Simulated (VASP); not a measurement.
## BN: single point with PBE

Crystal: BN.

```
B N
1.0
     2.55458    0.00000    0.00000
    -1.27729    2.21233    0.00000
     0.00000    0.00000    4.22451
B N
2 2
Direct
  0.66401 0.33529 0.97576
  0.30814 0.63360 0.51001
  0.70503 0.38975 0.63607
  0.32282 0.64135 0.12816
```

This cell differs from its parent crystal: atoms moved at random.

| Quantity | Value |
| --- | --- |
| Program | VASP 6.6.1 |
| Task | single point |
| Functional | PBE |
| Potentials or basis | VASP PAW PBE potentials, release 64 (B, N) |
| Cutoff | 520 eV |
| k mesh | 12 × 12 × 6 |
| Occupations | gaussian, width 0.05 eV |
| Spin | no spin polarisation |

| Property | Result |
| --- | --- |
| Pressure | 9.2 GPa |
| Largest force | 5.524 eV/Å |
| Band gap on the k mesh | 3.70 eV (least direct gap 6.63 eV) |

Forces in eV/Å, atoms in the order of the input:
```
B    0.416 -0.317  5.499
B    1.705  2.531 -2.807
N   -1.737 -2.903 -1.808
N   -0.384  0.690 -0.883
```

Stress tensor (GPa, compression positive):
```
10.49  2.64 -3.17
 2.64  6.58 -2.41
-3.17 -2.41 10.65
```

Levels at points of the mesh, in eV from the valence-band top:
```tsv
k point	band 6	band 7	band 8	band 9	band 10	band 11
(0.00, 0.00, 0.00)	-1.40	-0.67	0.00	6.63	7.94	8.24
(0.50, 0.00, 0.00)	-6.08	-5.26	-2.06	5.40	7.60	9.33
(0.00, 0.50, 0.00)	-6.47	-4.53	-2.66	5.27	5.63	9.05
(0.50, 0.50, 0.00)	-5.97	-5.17	-2.07	4.95	7.32	9.47
(0.00, 0.00, 0.50)	-1.46	-1.29	-0.45	6.53	8.02	8.87
(0.50, 0.00, 0.50)	-4.47	-4.05	-3.25	5.14	5.68	8.83
(0.00, 0.50, 0.50)	-5.27	-4.15	-3.67	5.10	5.98	8.89
(0.50, 0.50, 0.50)	-4.50	-3.92	-3.16	4.73	5.69	9.08
```

Wall time 2.4 min on 1 thread of Intel(R) Xeon(R) Platinum 8375C CPU @ 2.90GHz (Ice Lake), on a shared host, peak memory 0.24 GiB.

Caveat: the cell differs from its parent crystal (atoms moved at random); the cell stands under pressure; forces of over 1 eV/Å act on the atoms, so gaps and moduli don't describe the material at rest. A k mesh can miss the band edges.
